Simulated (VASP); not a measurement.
Runs of VASP 6.6.1 on Mg. The structure is that of space group P6/mmm (No. 191), or close to it. The cells are those of the table. 

| cell | gap on the mesh (eV) | largest force (eV/Å) |
| --- | --- | --- |
| a = 3.050, b = 3.050, c = 8.090 Å, angles 90.0, 90.0, 120.0°, 2 atoms | none | (a) |
| a = 3.050, b = 3.050, c = 6.340 Å, angles 90.0, 90.0, 120.0°, 2 atoms | none | (b) |
| a = 3.050, b = 3.050, c = 7.090 Å, angles 90.0, 90.0, 120.0°, 2 atoms | none | 0.36 |
| a = 3.050, b = 3.050, c = 6.590 Å, angles 90.0, 90.0, 120.0°, 2 atoms | none | 0.35 |
| a = 3.050, b = 3.050, c = 9.090 Å, angles 90.0, 90.0, 120.0°, 2 atoms | none | 0.17 |

Alike in all rows: task single point; level PBEsol; potentials or basis VASP PAW PBE potentials, release 64 (Mg); no spin polarisation; k mesh 6 × 6 × 3; cutoff (eV) 520; smearing fermi-dirac 0.15 eV.

Q: Fill in the values left out.

A: (a) 0.22; (b) 0.25.

Caveats: all runs use coarse meshes; the PAW data sets were made with another functional, which shifts forces and pressure a little.

A gap of «none» marks levels without a gap at the run's occupations.
